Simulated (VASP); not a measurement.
A run of VASP 6.6.1 is set up as follows.

INCAR

```
SYSTEM = YZr2Sb3
ALGO = Normal
EDIFF = 1E-7
ENCUT = 520
GGA = PE
ISIF = 2
ISMEAR = 0
LASPH = .TRUE.
LCHARG = .FALSE.
LREAL = .FALSE.
LWAVE = .FALSE.
NBANDS = 34
NELM = 60
PREC = Accurate
SIGMA = 0.1
```

File KPOINTS:

```
k-points
0
G
  3 3 4
  0 0 0
```

The input POSCAR:

```
YZr2Sb3
1.0
    5.8973812900      0.0000000000      0.0000000000
   -2.9486906500      5.1072820200      0.0000000000
    0.0000000000      0.0000000000      4.6320237700
Y Zr Sb
1 2 3
Direct
    0.0000000000      0.0000000000      0.0000000000
    0.3333333300      0.6666666700      0.0000000000
    0.6666666700      0.3333333300      0.0000000000
    0.5000000000      0.0000000000      0.5000000000
    0.5000000000      0.5000000000      0.5000000000
    0.0000000000      0.5000000000      0.5000000000
```

Potentials or basis: VASP PAW PBE potentials, release 64 (Y_sv, Zr_sv, Sb).

Launch:

```sh
$ cat potpaw_PBE.64/Y_sv/POTCAR potpaw_PBE.64/Zr_sv/POTCAR potpaw_PBE.64/Sb/POTCAR > POTCAR
$ mpirun -np 1 vasp_std > vasp.out
```

Task: Predict the band gap on the k mesh.

Result: Zero (bands 25 and 26 overlap by 1.24 eV).

Task: What does it give for the pressure?

Result: 12.1 GPa.

Stress tensor (GPa, compression positive):
```
14.43  0.00  0.00
 0.00 14.43  0.00
 0.00  0.00  7.54
```

Caveat: the k points lie up to 0.41 Å⁻¹ apart, too coarse for converged energies and pressures of a metal; spin-orbit coupling is left out, which moves the levels of the heavy elements.
